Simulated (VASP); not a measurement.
# AgBr (I4/mmm) in VASP: notebook, part 3 of 3

VASP 6.6.1.

### Step 6. Electric field gradients, PBE (zz strain of +1 %)

INCAR

```
PREC = Accurate ; ENCUT = 400
EDIFF = 1E-8 ; ISMEAR = -1
SIGMA = 0.03 ; LREAL = F
LASPH = T ; NELM = 120
ALGO = Normal ; ISIF = 2
LWAVE = F ; LCHARG = F
GGA = PE ; LEFG = T
NBANDS = 16 ; GGA_COMPAT = F
```

KPOINTS

```
Automatic mesh
0
Gamma
  7 7 7
```

POSCAR

```
AgBr
1.0
    0.0000000000      2.8860500000      2.9149105000
    2.8860500000      0.0000000000      2.9149105000
    2.8860500000      2.8860500000      0.0000000000
Ag Br
1 1
Direct
    0.5000000000      0.5000000000      0.5000000000
    0.0000000000      0.0000000000      0.0000000000
```

Potentials or basis: VASP PAW PBE potentials, release 64 (Ag, Br).

Run with:

```bash
> cat potpaw_PBE.64/Ag/POTCAR potpaw_PBE.64/Br/POTCAR > POTCAR
> mpirun -np 1 vasp_std > vasp.out
```

OUTCAR:

```text
PREC = Accurate
   ENCUT = 400
   EDIFF = 1E-8
   ISMEAR = -1
   LREAL = F
   LASPH = T
   NELM = 120
   ISIF = 2
   GGA = PE

 ion  position               nearest neighbor table
   1  0.500  0.500  0.500-   2 2.89   2 2.89   2 2.89   2 2.89   2 2.91   2 2.91
   2  0.000  0.000  0.000-   1 2.89   1 2.89   1 2.89   1 2.89   1 2.91   1 2.91

  LATTYP: Found a body centered tetragonal cell.
 ALAT       =     4.0814910517
 C/A-ratio  =     1.4283556980

  Lattice vectors:

 A1 = (  -2.8860500000,   0.0000000000,   2.9149105000)
 A2 = (   2.8860500000,   0.0000000000,   2.9149105000)
 A3 = (   0.0000000000,   2.8860500000,  -2.9149105000)

Analysis of symmetry for initial positions (statically):
=====================================================================
 Subroutine PRICEL returns:
 Original cell was already a primitive cell.

 Routine SETGRP: Setting up the symmetry group for a
 body centered tetragonal supercell.

 Subroutine GETGRP returns: Found 16 space group operations
 (whereof 16 operations were pure point group operations)
 out of a pool of 16 trial point group operations.

The static configuration has the point symmetry D_4h.

Analysis of symmetry for dynamics (positions and initial velocities):
=====================================================================
 Subroutine PRICEL returns:
 Original cell was already a primitive cell.

 Routine SETGRP: Setting up the symmetry group for a
 body centered tetragonal supercell.

 Subroutine GETGRP returns: Found 16 space group operations
 (whereof 16 operations were pure point group operations)
 out of a pool of 16 trial point group operations.

The dynamic configuration has the point symmetry D_4h.

 Subroutine INISYM returns: Found 16 space group operations
 (whereof 16 operations are pure point group operations),
 and found     1 'primitive' translations

----------------------------------------------------------------------------------------

                                     Primitive cell

  volume of cell :      48.5582

  direct lattice vectors                    reciprocal lattice vectors
     0.000000000  2.886050000  2.914910500    -0.173247172  0.173247172  0.171531853
     2.886050000  0.000000000  2.914910500     0.173247172 -0.173247172  0.171531853
     2.886050000  2.886050000  0.000000000     0.173247172  0.173247172 -0.171531853

  length of vectors
     4.101949271  4.101949271  4.081491052     0.299085843  0.299085843  0.299085843

  position of ions in fractional coordinates (direct lattice)
     0.500000000  0.500000000  0.500000000
     0.000000000  0.000000000  0.000000000

  ion indices of the primitive-cell ions
   primitive index   ion index
                 1           1
                 2           2

----------------------------------------------------------------------------------------

[... 74 lines left out ...]
   NFREE  =      0    steps in history (QN), initial steepest desc. (CG)
   ISIF   =      2    stress and relaxation
   ISYM   =      2    0-nonsym 1-usesym 2-fastsym
   POTIM  = 0.5000    time-step for ionic-motion
   TEBEG  =    0.0;   TEEND  =   0.0 temperature during run
   PSTRESS=    0.0 pullay stress
   NELECT =      18.0000    total number of electrons
   NUPDOWN=      -1.0000    fix difference up-down
   EMIN   =  10.00;   EMAX   =-10.00  energy-range for DOS
   EFERMI =   0.00;   METHOD = LEGACY
   ISMEAR =    -1;   SIGMA  =   0.03  broadening in eV -4-tet -1-fermi 0-gaus
   EFERMI_NEDOS =   21; number of points for ismear=-14 and -15
   IALGO  =     38    algorithm
   IMIX   =      4    mixing-type and parameters
     AMIX     =   0.40;   BMIX     =  1.00
     AMIX_MAG =   1.60;   BMIX_MAG =  1.00
  volume/ion in A,a.u.               =      24.28       163.84
  Fermi-wavevector in a.u.,A,eV,Ry     =   1.176011  2.222338 18.816881  1.383002
  Thomas-Fermi vector in A             =   2.312382
   LORBIT       =      0    0 simple, 1 ext, 2 COOP (PROOUT), +10 PAW based schemes
   GGA     = PE    functional components
   LHFCALC =     F    Hartree Fock is set to
   AEXX    =    0.0000 exact exchange contribution
   IVDW    =     0    specifies the selected vdW correction
   LEPSILON=     F    determine dielectric tensor
   LRPA    =     F    only Hartree local field effects (RPA)
 non-spin polarized calculation
  energy-cutoff  :      400.00
  volume of cell :       48.56
 maximum number of plane-waves:       901
   NGX = 13   NGY = 13   NGZ = 13

 number of electron      17.9999992 magnetization

 Free energy of the ion-electron system (eV)
  ---------------------------------------------------
  ext. energy  EPLUGINS =         0.00000000
  ---------------------------------------------------
  free energy    TOTEN  =        -4.99521701 eV

  energy without entropy =       -4.99521688  energy(sigma->0) =       -4.99521695

 E-fermi :   3.6617     XC(G=0):  -9.7255

 val. band max:        3.2593886168   @ k =   0.4286  -0.0000   0.0000
 cond. band min:       3.9779607359   @ k =   0.0000   0.0000   0.0000
 fundamental gap:      0.7185721191
 Fermi energy:         3.6616668216

 k-point     1 :       0.0000    0.0000    0.0000
  band No.  band energies     occupation
      1     -11.6137      2.00000
      2       0.5983      2.00000
      3       0.6096      2.00000
      4       0.6154      2.00000
      5       0.6197      2.00000
      6       0.6197      2.00000
[... 433 lines left out ...]
      3      -0.6139      2.00000
      4      -0.4426      2.00000
      5       0.8311      2.00000
      6       0.9138      2.00000
[... 8 lines left out ...]
     15      16.2280      0.00000
     16      17.6360      0.00000

 [... further k-points ...]

------------------------ aborting loop because EDIFF is reached ----------------------------------------

  FORCE on cell =-STRESS in cart. coord.  units (eV):
  Direction    XX          YY          ZZ          XY          YZ          ZX
  --------------------------------------------------------------------------------------
  -------------------------------------------------------------------------------------
  Total        0.2831131      0.2831131      0.1989572      0.0000000     -0.0000000      0.0000000
  in kB        9.3413054      9.3413054      6.5645867      0.0000000     -0.0000000      0.0000000
  external PRESSURE =       8.4157325 kB  Pullay stress =       0.0000000 kB

 VOLUME and BASIS-vectors are now :
 -----------------------------------------------------------------------------
  energy-cutoff  :      400.00
  volume of cell :       48.56
      direct lattice vectors                 reciprocal lattice vectors
     0.000000000  2.886050000  2.914910500    -0.173247172  0.173247172  0.171531853
     2.886050000  0.000000000  2.914910500     0.173247172 -0.173247172  0.171531853
     2.886050000  2.886050000  0.000000000     0.173247172  0.173247172 -0.171531853

 POSITION                                       TOTAL-FORCE (eV/Angst)
 -----------------------------------------------------------------------------------
      2.88605      2.88605      2.91491        -0.000000     -0.000000     -0.000000
      0.00000      0.00000      0.00000         0.000000      0.000000      0.000000
 -----------------------------------------------------------------------------------
    total drift:                                0.000000      0.000000      0.000000

  FREE ENERGIE OF THE ION-ELECTRON SYSTEM (eV)
  ---------------------------------------------------
  free  energy   TOTEN  =        -4.9952170071 eV

  energy  without entropy=       -4.9952168847  energy(sigma->0) =       -4.99521695

 Electric field gradients (V/A^2)
---------------------------------------------------------------------
 ion       V_xx      V_yy      V_zz      V_xy      V_xz      V_yz
---------------------------------------------------------------------
   1      -2.682    -2.682     5.363    -0.001    -0.001    -0.001
   2       4.960     4.960    -9.921     0.001     0.000     0.000
---------------------------------------------------------------------

 Electric field gradients after diagonalization (V/A^2)
 (convention: |V_zz| > |V_xx| > |V_yy|)
----------------------------------------------------------------------
 ion       V_xx      V_yy      V_zz     asymmetry (V_yy - V_xx)/ V_zz
----------------------------------------------------------------------
   1      -2.683    -2.680     5.363       0.001
   2       4.961     4.960    -9.921       0.000
----------------------------------------------------------------------

           NMR quadrupolar parameters

 Cq : quadrupolar parameter    Cq=e*Q*V_zz/h
 eta: asymmetry parameters     (V_yy - V_xx)/ V_zz
 Q  : nuclear electric quadrupole moment in mb (millibarn)
----------------------------------------------------------------------
 ion       Cq(MHz)       eta       Q (mb)
----------------------------------------------------------------------
   1       0.013       0.001       1.000
   2      -0.024       0.000       1.000
----------------------------------------------------------------------
```

OSZICAR:

```text
N       E                     dE             d eps       ncg     rms          rms(c)
DAV:   1     0.735543029794E+02    0.73554E+02   -0.72654E+03  1296   0.814E+02
DAV:   2    -0.302297800148E+01   -0.76577E+02   -0.71237E+02  1632   0.184E+02
DAV:   3    -0.510653915397E+01   -0.20836E+01   -0.20797E+01  1456   0.308E+01
DAV:   4    -0.511425702423E+01   -0.77179E-02   -0.77174E-02  1760   0.220E+00
DAV:   5    -0.511431874005E+01   -0.61716E-04   -0.61716E-04  1496   0.191E-01    0.557E+00
DAV:   6    -0.499940703077E+01    0.11491E+00   -0.17875E-01  1624   0.594E+00    0.365E+00
DAV:   7    -0.499508619193E+01    0.43208E-02   -0.61358E-02  1432   0.162E+00    0.153E+00
DAV:   8    -0.499515157958E+01   -0.65388E-04   -0.41419E-03  1552   0.632E-01    0.255E-01
DAV:   9    -0.499518613318E+01   -0.34554E-04   -0.48986E-04  1576   0.232E-01    0.349E-02
DAV:  10    -0.499521032763E+01   -0.24194E-04   -0.37498E-05  1688   0.767E-02    0.220E-02
DAV:  11    -0.499521723579E+01   -0.69082E-05   -0.13249E-05  1528   0.284E-02    0.585E-03
DAV:  12    -0.499521705790E+01    0.17789E-06   -0.81656E-07  1520   0.790E-03    0.221E-03
DAV:  13    -0.499521701507E+01    0.42828E-07   -0.13922E-07  1576   0.327E-03    0.306E-04
DAV:  14    -0.499521700706E+01    0.80161E-08   -0.14755E-08  1488   0.940E-04
   1 F= -.49952170E+01 E0= -.49952169E+01  d E =-.122386E-06
```

Run time: 24 s. Hardware: 1 thread of Intel Xeon Platinum 8375C at 2.90GHz (Ice Lake), shared host; peak memory 0.16 GiB.

Results:

```yaml
Free_energy: -4.9952 eV
Pressure: 0.8 GPa
Band_gap_on_the_k_mesh: 0.72 eV (least direct gap 2.49 eV)
Largest_electric_field_gradient_by_atom: Ag +5.4; Br -9.9 V/Å²
```

Stress tensor (GPa, compression positive):
```
0.93 0.00 0.00
0.00 0.93 0.00
0.00 0.00 0.66
```

Levels at points of the mesh, in eV from the valence-band top:
```tsv
k point	band 7	band 8	band 9	band 10	band 11	band 12
(0.00, 0.00, 0.00)	-1.81	-1.81	-1.78	0.72	9.94	9.97
```

Electric field gradients, principal values (V/Å²):
| atom | least | middle | greatest (by size) |
| --- | --- | --- | --- |
| 1 Ag | -2.680 | -2.683 | 5.363 |
| 2 Br | 4.960 | 4.961 | -9.921 |

Caveat: the cell differs from its parent crystal (zz strain of +1 %); semilocal functionals underestimate gaps, and a narrow one can read as zero; without QUAD_EFG the Cq values of the log hold for a quadrupole moment of 1 mb, not for the nuclei. A k mesh can miss the band edges.

### Step 7. The runs side by side

```tsv
cell	gap on the mesh (eV)	pressure (GPa)
a = 4.061, b = 4.061, c = 4.041 Å, angles 60.2, 60.2, 59.7°, 2 atoms	0.71	2.3
a = 4.061, b = 4.061, c = 4.081 Å, angles 59.8, 59.8, 60.3°, 2 atoms	0.72	1.8
a = 4.123, b = 4.123, c = 4.081 Å, angles 60.3, 60.3, 59.3°, 2 atoms	0.69	0.4
a = 4.102, b = 4.102, c = 4.081 Å, angles 60.2, 60.2, 59.7°, 2 atoms	0.72	0.8
```

Alike in all rows: task electric field gradients; level PBE; potentials or basis VASP PAW PBE potentials, release 64 (Ag, Br); no spin polarisation; k mesh 7 × 7 × 7; cutoff (eV) 400; smearing fermi-dirac 0.03 eV.

Caveats: semilocal functionals underestimate gaps, and a narrow one can read as zero.

Absolute energies hang on the potentials; compare differences alone.
